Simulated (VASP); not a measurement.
# BN (P6_3/mmc) in VASP: notebook

The runs below take BN through single point, with PBE.

All numbers are computed with VASP 6.6.1; they aren't measurements. Logs are shortened: lines on timing, memory, paths and dates and some standing lists are left out, and cuts for length are marked.

**1. The cell of the first run**

It takes space group P6_3/mmc (No. 194, hexagonal). Conventional cell: a = 2.540 Å, b = 2.540 Å, c = 6.532 Å, α = 90.00°, β = 90.00°, γ = 120.00°. B (site symmetry -6m2) has 3 N at 1.47 Å within 2.0 Å. Within 2.0 Å of N (site symmetry -6m2) lie 3 B at 1.47 Å.

**2. Single point, PBE (z stretched by -1 %, then relaxed in part)**

INCAR

```
ALGO = Normal
EDIFF = 1E-7
ENCUT = 520
GGA = PE
ISIF = 2
ISMEAR = -1
LASPH = True
LCHARG = False
LREAL = False
LWAVE = False
NBANDS = 16
NELM = 80
PREC = Accurate
SIGMA = 0.02
```

KPOINTS

```
k-points
0
Gamma
  13 13 5
```

POSCAR

```
BN
1.0
    2.5400000000      0.0000000000      0.0000000000
   -1.2700000000      2.1997045256      0.0000000000
    0.0000000000      0.0000000000      6.5320200000
B N
2 2
Direct
    0.3333333333      0.6666666667      0.2500000000
    0.6666666667      0.3333333333      0.7500000000
    0.3333333333      0.6666666667      0.7500000000
    0.6666666667      0.3333333333      0.2500000000
```

Potentials or basis: VASP PAW PBE potentials, release 64 (B, N).

The run is started by

```bash
$ cat potpaw_PBE.64/B/POTCAR potpaw_PBE.64/N/POTCAR > POTCAR
$ mpirun -np 1 vasp_std > vasp.out
```

OUTCAR:

```text
EDIFF = 1E-7
   ENCUT = 520
   GGA = PE
   ISIF = 2
   ISMEAR = -1
   LASPH = True
   LREAL = False
   NELM = 80
   PREC = Accurate

 ion  position               nearest neighbor table
   1  0.333  0.667  0.250-   4 1.47   4 1.47   4 1.47
   2  0.667  0.333  0.750-   3 1.47   3 1.47   3 1.47
   3  0.333  0.667  0.750-   2 1.47   2 1.47   2 1.47
   4  0.667  0.333  0.250-   1 1.47   1 1.47   1 1.47

  LATTYP: Found a hexagonal cell.
 ALAT       =     2.5400000000
 C/A-ratio  =     2.5716614173

  Lattice vectors:

 A1 = (   2.5400000000,   0.0000000000,   0.0000000000)
 A2 = (  -1.2700000000,   2.1997045256,   0.0000000000)
 A3 = (   0.0000000000,   0.0000000000,   6.5320200000)

Analysis of symmetry for initial positions (statically):
=====================================================================
 Subroutine PRICEL returns:
 Original cell was already a primitive cell.

 Routine SETGRP: Setting up the symmetry group for a
 hexagonal supercell.

 Subroutine GETGRP returns: Found 24 space group operations
 (whereof 12 operations were pure point group operations)
 out of a pool of 24 trial point group operations.

The static configuration has the point symmetry D_3d.
 The point group associated with its full space group is D_6h.

Analysis of symmetry for dynamics (positions and initial velocities):
=====================================================================
 Subroutine PRICEL returns:
 Original cell was already a primitive cell.

 Routine SETGRP: Setting up the symmetry group for a
 hexagonal supercell.

 Subroutine GETGRP returns: Found 24 space group operations
 (whereof 12 operations were pure point group operations)
 out of a pool of 24 trial point group operations.

The dynamic configuration has the point symmetry D_3d.
 The point group associated with its full space group is D_6h.

 Subroutine INISYM returns: Found 24 space group operations
 (whereof 12 operations are pure point group operations),
 and found     1 'primitive' translations

----------------------------------------------------------------------------------------

                                     Primitive cell

  volume of cell :      36.4960

  direct lattice vectors                    reciprocal lattice vectors
     2.540000000  0.000000000  0.000000000     0.393700787  0.227303256  0.000000000
    -1.270000000  2.199704526  0.000000000     0.000000000  0.454606511  0.000000000
     0.000000000  0.000000000  6.532020000     0.000000000  0.000000000  0.153091999

  length of vectors
     2.540000000  2.540000000  6.532020000     0.454606511  0.454606511  0.153091999

  position of ions in fractional coordinates (direct lattice)
     0.333333333  0.666666667  0.250000000
     0.666666667  0.333333333  0.750000000
     0.333333333  0.666666667  0.750000000
     0.666666667  0.333333333  0.250000000

  ion indices of the primitive-cell ions
   primitive index   ion index
                 1           1
                 2           2
                 3           3
                 4           4

----------------------------------------------------------------------------------------

 KPOINTS: k-points

Automatic generation of k-mesh.
 Grid dimensions read from file:
 generate k-points for:   13   13    5

 Generating k-lattice:

  Cartesian coordinates                     Fractional coordinates (reciprocal lattice)
     0.030284676  0.017484866  0.000000000     0.076923077  0.000000000  0.000000000
     0.000000000  0.034969732  0.000000000     0.000000000  0.076923077  0.000000000
     0.000000000  0.000000000  0.030618400     0.000000000  0.000000000  0.200000000

  Length of vectors
     0.034969732  0.034969732  0.030618400

  Shift w.r.t. Gamma in fractional coordinates (k-lattice)
     0.000000000  0.000000000  0.000000000

 Subroutine IBZKPT returns following result:
 ===========================================

 Found     63 irreducible k-points:

 Following reciprocal coordinates:
            Coordinates               Weight
  0.000000  0.000000  0.000000      1.000000
  0.076923  0.000000  0.000000      6.000000
  0.153846  0.000000  0.000000      6.000000
  0.230769  0.000000  0.000000      6.000000
  0.307692  0.000000  0.000000      6.000000
  0.384615  0.000000  0.000000      6.000000
[... 16 lines left out ...]
  0.076923  0.000000  0.200000     12.000000
  0.153846  0.000000  0.200000     12.000000
 [... further k-points ...]
   k-points           NKPTS =     63   k-points in BZ     NKDIM =     63   number of bands    NBANDS=     16
   number of dos      NEDOS =    301   number of ions     NIONS =      4
   total plane-waves  NPLWV =  20000
   dimension x,y,z NGX =    20 NGY =   20 NGZ =   50
   dimension x,y,z NGXF=    40 NGYF=   40 NGZF=  100
   ions per type =               2   2
   NGX,Y,Z   is equivalent  to a cutoff of  13.09, 13.09, 12.73 a.u.
   NGXF,Y,Z  is equivalent  to a cutoff of  26.18, 26.18, 25.45 a.u.
 SYSTEM =  unknown system
   PREC   = accura    normal or accurate (medium, high low for compatibility)
   ISTART =      0    job   : 0-new  1-cont  2-samecut
   ICHARG =      2    charge: 1-file 2-atom 10-const
   ISPIN  =      1    spin polarized calculation?
   LNONCOLLINEAR =      F non collinear calculations
   LSORBIT =      F    spin-orbit coupling
   LASPH  =      T    aspherical Exc in radial PAW
   ENCUT  =  520.0 eV  38.22 Ry    6.18 a.u.   4.72  4.72 12.15*2*pi/ulx,y,z
   NELM   =     80;   NELMIN=  2; NELMDL= -5     # of ELM steps
   EDIFF  = 0.1E-06   stopping-criterion for ELM
   LREAL  =      F    real-space projection
   EDIFFG = 0.1E-05   stopping-criterion for IOM
   NSW    =      0    number of steps for IOM
   IBRION =     -1    ionic relax: 0-MD 1-quasi-New 2-CG
   NFREE  =      0    steps in history (QN), initial steepest desc. (CG)
   ISIF   =      2    stress and relaxation
   ISYM   =      2    0-nonsym 1-usesym 2-fastsym
   POTIM  = 0.5000    time-step for ionic-motion
   TEBEG  =    0.0;   TEEND  =   0.0 temperature during run
   PSTRESS=    0.0 pullay stress
   NELECT =      16.0000    total number of electrons
   NUPDOWN=      -1.0000    fix difference up-down
   EMIN   =  10.00;   EMAX   =-10.00  energy-range for DOS
   EFERMI =   0.00;   METHOD = LEGACY
   ISMEAR =    -1;   SIGMA  =   0.02  broadening in eV -4-tet -1-fermi 0-gaus
   EFERMI_NEDOS =   21; number of points for ismear=-14 and -15
   IALGO  =     38    algorithm
   IMIX   =      4    mixing-type and parameters
     AMIX     =   0.40;   BMIX     =  1.00
     AMIX_MAG =   1.60;   BMIX_MAG =  1.00
  volume/ion in A,a.u.               =       9.12        61.57
  Fermi-wavevector in a.u.,A,eV,Ry     =   1.243654  2.350166 21.043801  1.546676
  Thomas-Fermi vector in A             =   2.377955
   LORBIT       =      0    0 simple, 1 ext, 2 COOP (PROOUT), +10 PAW based schemes
   GGA     = PE    functional components
   LHFCALC =     F    Hartree Fock is set to
   AEXX    =    0.0000 exact exchange contribution
   IVDW    =     0    specifies the selected vdW correction
   LEPSILON=     F    determine dielectric tensor
   LRPA    =     F    only Hartree local field effects (RPA)
 non-spin polarized calculation
  energy-cutoff  :      520.00
  volume of cell :       36.50
 maximum number of plane-waves:       999
 NGX is ok and might be reduce to    20
   NGX =  9   NGY =  9   NGZ = 25

 number of electron      16.0000000 magnetization

 Free energy of the ion-electron system (eV)
  ---------------------------------------------------
  ext. energy  EPLUGINS =         0.00000000
  ---------------------------------------------------
  free energy    TOTEN  =       -35.11722610 eV

  energy without entropy =      -35.11722610  energy(sigma->0) =      -35.11722610

 E-fermi :   2.6792     XC(G=0): -10.0898

 val. band max:        2.2722915147   @ k =   0.3077   0.3077   0.0000
 cond. band min:       6.4650368416   @ k =   0.4615   0.0769   0.0000
 fundamental gap:      4.1927453269
 Fermi energy:         2.6791516471

 k-point     1 :       0.0000    0.0000    0.0000
  band No.  band energies     occupation
      1     -15.3427      2.00000
      2     -15.0049      2.00000
      3      -3.8571      2.00000
      4      -1.5277      2.00000
      5       0.8443      2.00000
      6       0.8443      2.00000
[... 8 lines left out ...]
     15      13.8087      0.00000
     16      14.7621      0.00000

 k-point     2 :       0.0769    0.0000    0.0000
  band No.  band energies     occupation
      1     -15.2302      2.00000
      2     -14.8967      2.00000
      3      -3.7031      2.00000
      4      -1.3914      2.00000
      5       0.3731      2.00000
      6       0.4165      2.00000
[... 8 lines left out ...]
     15      14.2808      0.00000
     16      14.3449      0.00000

 k-point     3 :       0.1538    0.0000    0.0000
  band No.  band energies     occupation
      1     -14.8975      2.00000
      2     -14.5775      2.00000
      3      -3.2458      2.00000
      4      -0.9901      2.00000
      5      -0.8444      2.00000
      6      -0.7945      2.00000
[... 8 lines left out ...]
     15      15.3013      0.00000
     16      15.3722      0.00000

 k-point     4 :       0.2308    0.0000    0.0000
  band No.  band energies     occupation
      1     -14.3635      2.00000
      2     -14.0669      2.00000
      3      -2.5024      2.00000
      4      -2.4327      2.00000
      5      -2.3616      2.00000
      6      -0.5593      2.00000
[... 8 lines left out ...]
     15      17.1642      0.00000
     16      17.2942      0.00000

 k-point     5 :       0.3077    0.0000    0.0000
  band No.  band energies     occupation
      1     -13.6715      2.00000
      2     -13.4118      2.00000
      3      -4.0741      2.00000
      4      -3.9801      2.00000
      5      -1.5129      2.00000
      6      -1.1565      2.00000
[... 8 lines left out ...]
     15      17.5312      0.00000
     16      19.3813      0.00000

 k-point     6 :       0.3846    0.0000    0.0000
  band No.  band energies     occupation
      1     -12.9219      2.00000
      2     -12.7213      2.00000
      3      -5.5020      2.00000
      4      -5.3983      2.00000
      5      -1.5978      2.00000
      6      -1.5190      2.00000
[... 8 lines left out ...]
     15      17.3612      0.00000
     16      21.4946      0.00000

 k-point     7 :       0.4615    0.0000    0.0000
  band No.  band energies     occupation
      1     -12.3493      2.00000
      2     -12.2367      2.00000
      3      -6.3914      2.00000
      4      -6.3039      2.00000
      5      -1.8298      2.00000
      6      -1.7491      2.00000
[... 8 lines left out ...]
     15      17.2667      0.00000
     16      21.2584      0.00000

 k-point     8 :       0.0769    0.0769    0.0000
  band No.  band energies     occupation
      1     -15.0074      2.00000
      2     -14.6828      2.00000
      3      -3.3974      2.00000
      4      -1.1225      2.00000
      5      -0.4153      2.00000
      6      -0.3832      2.00000
[... 8 lines left out ...]
     15      14.7748      0.00000
     16      15.4003      0.00000

 k-point     9 :       0.1538    0.0769    0.0000
  band No.  band energies     occupation
      1     -14.5734      2.00000
      2     -14.2672      2.00000
      3      -2.7964      2.00000
      4      -1.7297      2.00000
      5      -1.6845      2.00000
      6      -0.6009      2.00000
[... 8 lines left out ...]
     15      16.0182      0.00000
     16      17.1153      0.00000
[... 172 lines left out ...]
 k-point    19 :       0.3077    0.2308    0.0000
  band No.  band energies     occupation
      1     -12.1243      2.00000
      2     -12.0017      2.00000
      3      -5.6083      2.00000
      4      -5.5289      2.00000
      5      -3.8119      2.00000
      6      -3.7317      2.00000
[... 8 lines left out ...]
     15      17.1416      0.00000
     16      19.0528      0.00000

 k-point    20 :       0.3846    0.2308    0.0000
  band No.  band energies     occupation
      1     -11.8494      2.00000
      2     -11.7922      2.00000
      3      -5.9214      2.00000
      4      -5.8116      2.00000
      5      -4.0312      2.00000
      6      -3.9401      2.00000
[... 8 lines left out ...]
     15      17.5202      0.00000
     16      19.6697      0.00000

 k-point    21 :       0.3077    0.3077    0.0000
  band No.  band energies     occupation
      1     -11.7479      2.00000
      2     -11.7015      2.00000
      3      -5.5963      2.00000
      4      -5.4606      2.00000
      5      -4.6393      2.00000
      6      -4.6062      2.00000
[... 8 lines left out ...]
     15      18.7193      0.00000
     16      19.3343      0.00000

 k-point    22 :       0.0000    0.0000    0.2000
  band No.  band energies     occupation
      1     -15.3125      2.00000
      2     -15.0393      2.00000
      3      -3.6750      2.00000
      4      -1.8118      2.00000
      5       0.8488      2.00000
      6       0.8488      2.00000
[... 8 lines left out ...]
     15      14.0273      0.00000
     16      14.7011      0.00000

 k-point    23 :       0.0769    0.0000    0.2000
  band No.  band energies     occupation
      1     -15.2002      2.00000
      2     -14.9307      2.00000
      3      -3.5225      2.00000
      4      -1.6740      2.00000
      5       0.3783      2.00000
      6       0.4151      2.00000
[... 8 lines left out ...]
     15      14.3122      0.00000
     16      14.3521      0.00000

 k-point    24 :       0.1538    0.0000    0.2000
  band No.  band energies     occupation
      1     -14.8688      2.00000
      2     -14.6100      2.00000
      3      -3.0708      2.00000
      4      -1.2827      2.00000
      5      -0.8350      2.00000
      6      -0.7769      2.00000
[... 8 lines left out ...]
     15      15.2480      0.00000
     16      15.3585      0.00000

 [... further k-points ...]
[... 5 lines left out ...]
  --------------------------------------------------------------------------------------
  -------------------------------------------------------------------------------------
  Total       -2.5250414     -2.5250414      0.7450889      0.0000000     -0.0000000      0.0000000
  in kB     -110.8494438   -110.8494438     32.7094383      0.0000000     -0.0000000      0.0000000
  external PRESSURE =     -62.9964831 kB  Pullay stress =       0.0000000 kB

 VOLUME and BASIS-vectors are now :
 -----------------------------------------------------------------------------
  energy-cutoff  :      520.00
  volume of cell :       36.50
      direct lattice vectors                 reciprocal lattice vectors
     2.540000000  0.000000000  0.000000000     0.393700787  0.227303256  0.000000000
    -1.270000000  2.199704526  0.000000000     0.000000000  0.454606511  0.000000000
     0.000000000  0.000000000  6.532020000     0.000000000  0.000000000  0.153091999

 POSITION                                       TOTAL-FORCE (eV/Angst)
 -----------------------------------------------------------------------------------
     -0.00000      1.46647      1.63301         0.000000      0.000000      0.000000
      1.27000      0.73323      4.89902        -0.000000     -0.000000      0.000000
     -0.00000      1.46647      4.89902         0.000000     -0.000000      0.000000
      1.27000      0.73323      1.63301        -0.000000      0.000000      0.000000
 -----------------------------------------------------------------------------------
    total drift:                               -0.000000      0.000000      0.000000

  FREE ENERGIE OF THE ION-ELECTRON SYSTEM (eV)
  ---------------------------------------------------
  free  energy   TOTEN  =       -35.1172260994 eV

  energy  without entropy=      -35.1172260994  energy(sigma->0) =      -35.11722610
```

Run time: 43 s. Hardware: 1 thread of Intel Xeon Platinum 8375C at 2.90GHz (Ice Lake), shared host; peak memory 0.16 GiB.

What came out:

| Quantity | Value |
| --- | --- |
| Free energy | -35.1172 eV |
| Pressure | -6.3 GPa |
| Band gap on the k mesh | 4.19 eV, indirect (least direct gap 4.53 eV) |

Caveat: the cell differs from its parent crystal (z stretched by -1 %, then relaxed in part); this functional lacks dispersion, which binds the layers, so the pressure and a relaxed spacing across them are unreliable. A k mesh can miss the band edges.

**3. Single point, PBE (volume scaled by 1.02, then relaxed in part)**

INCAR

```
ALGO = Normal ; EDIFF = 1E-6
ENCUT = 520 ; GGA = PE
ISIF = 2 ; ISMEAR = -1
LASPH = True ; LCHARG = False
LREAL = False ; LWAVE = False
NBANDS = 16 ; NELM = 100
PREC = Accurate ; SIGMA = 0.02
```

KPOINTS is that of step 2.

POSCAR

```
BN
1.0
    2.5568216823      0.0000000000      0.0000000000
   -1.2784108411      2.2142725298      0.0000000000
    0.0000000000      0.0000000000      6.6416966377
B N
2 2
Direct
    0.3333333333      0.6666666667      0.2500000000
    0.6666666667      0.3333333333      0.7500000000
    0.3333333333      0.6666666667      0.7500000000
    0.6666666667      0.3333333333      0.2500000000
```

Potentials or basis: VASP PAW PBE potentials, release 64 (B, N).

The run is started by

```bash
$ cat potpaw_PBE.64/B/POTCAR potpaw_PBE.64/N/POTCAR > POTCAR
$ mpirun -np 1 vasp_std > vasp.out
```

OUTCAR:

```text
EDIFF = 1E-6
   ENCUT = 520
   GGA = PE
   ISIF = 2
   ISMEAR = -1
   LASPH = True
   LREAL = False
   NELM = 100
   PREC = Accurate

 ion  position               nearest neighbor table
   1  0.333  0.667  0.250-   4 1.48   4 1.48   4 1.48
   2  0.667  0.333  0.750-   3 1.48   3 1.48   3 1.48
   3  0.333  0.667  0.750-   2 1.48   2 1.48   2 1.48
   4  0.667  0.333  0.250-   1 1.48   1 1.48   1 1.48

  LATTYP: Found a hexagonal cell.
 ALAT       =     2.5568216823
 C/A-ratio  =     2.5976377953
[... 647 lines left out ...]
     15      14.8413      0.00000
     16      14.9402      0.00000

 [... further k-points ...]
[... 5 lines left out ...]
  --------------------------------------------------------------------------------------
  -------------------------------------------------------------------------------------
  Total       -4.0141285     -4.0141285      0.6221130     -0.0000000     -0.0000000      0.0000000
  in kB     -171.0374880   -171.0374880     26.5075351     -0.0000000     -0.0000000      0.0000000
  external PRESSURE =    -105.1891470 kB  Pullay stress =       0.0000000 kB

 VOLUME and BASIS-vectors are now :
 -----------------------------------------------------------------------------
  energy-cutoff  :      520.00
  volume of cell :       37.60
      direct lattice vectors                 reciprocal lattice vectors
     2.556821682  0.000000000  0.000000000     0.391110576  0.225807796  0.000000000
    -1.278410841  2.214272530  0.000000000     0.000000000  0.451615592  0.000000000
     0.000000000  0.000000000  6.641696638     0.000000000  0.000000000  0.150563938

 POSITION                                       TOTAL-FORCE (eV/Angst)
 -----------------------------------------------------------------------------------
     -0.00000      1.47618      1.66042         0.000000     -0.000000      0.000000
      1.27841      0.73809      4.98127        -0.000000      0.000000      0.000000
     -0.00000      1.47618      4.98127         0.000000     -0.000000     -0.000000
      1.27841      0.73809      1.66042        -0.000000      0.000000      0.000000
 -----------------------------------------------------------------------------------
    total drift:                               -0.000000      0.000000      0.000000

  FREE ENERGIE OF THE ION-ELECTRON SYSTEM (eV)
  ---------------------------------------------------
  free  energy   TOTEN  =       -35.0863752780 eV

  energy  without entropy=      -35.0863752780  energy(sigma->0) =      -35.08637528
```

It took 40 s on 1 thread of Intel Xeon Platinum 8375C at 2.90GHz (Ice Lake), shared host; peak memory 0.16 GiB.

Results:

| Item | Value |
| --- | --- |
| Free energy | -35.0864 eV |
| Pressure | -10.5 GPa |
| Band gap on the k mesh | 4.18 eV, indirect (least direct gap 4.51 eV) |

Levels at points of the mesh, in eV from the valence-band top:
| k point | band 4 | band 5 | band 6 | band 7 | band 8 | band 9 | band 10 | band 11 | band 12 | band 13 |
| --- | --- | --- | --- | --- | --- | --- | --- | --- | --- | --- |
| (0.00, 0.00, 0.00) | -3.79 | -1.45 | -1.45 | -1.40 | -1.40 | 5.19 | 10.02 | 10.98 | 10.98 | 11.12 |

Caveat: this functional lacks dispersion, which binds the layers, so the pressure and a relaxed spacing across them are unreliable.
